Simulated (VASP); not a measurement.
Sb:

```
Sb
1.0
    -1.89597    1.89597    1.89597
     1.89597   -1.89597    1.89597
     1.89597    1.89597   -1.89597
Sb
1
Direct
  0.00000 0.00000 0.00000
```

This cell differs from its parent crystal: volume scaled by 1.04.

Base run:

| Quantity | Value |
| --- | --- |
| Program | VASP 6.6.1 |
| Functional | PBE |
| Potentials or basis | VASP PAW PBE potentials, release 64 (Sb) |
| Cutoff | 520 eV |
| k mesh | 10 × 10 × 10 |
| Occupations | fermi-dirac, width 0.05 eV |
| Spin | no spin polarisation |

Its results: pressure 0.4 GPa.

Task: After a change of settings the same cell gave: pressure -1.8 GPa. Which change was it?
A. functional from PBE to LDA; potentials or basis from VASP PAW PBE potentials, release 64 (Sb) to VASP PAW LDA potentials, release 64 (Sb)
B. functional from PBE to r2SCAN; further incar settings from ALGO = Normal; EDIFF = 1e-06; NBANDS = 8 to ALGO = Normal; EDIFF = 1e-07; NBANDS = 8
C. functional from PBE to HSE06; k mesh from 10 × 10 × 10 to 6 × 6 × 6

Result: C.

Caveats: some runs use coarse meshes; the PAW data sets were made with another functional, which shifts forces and pressure a little (some runs).
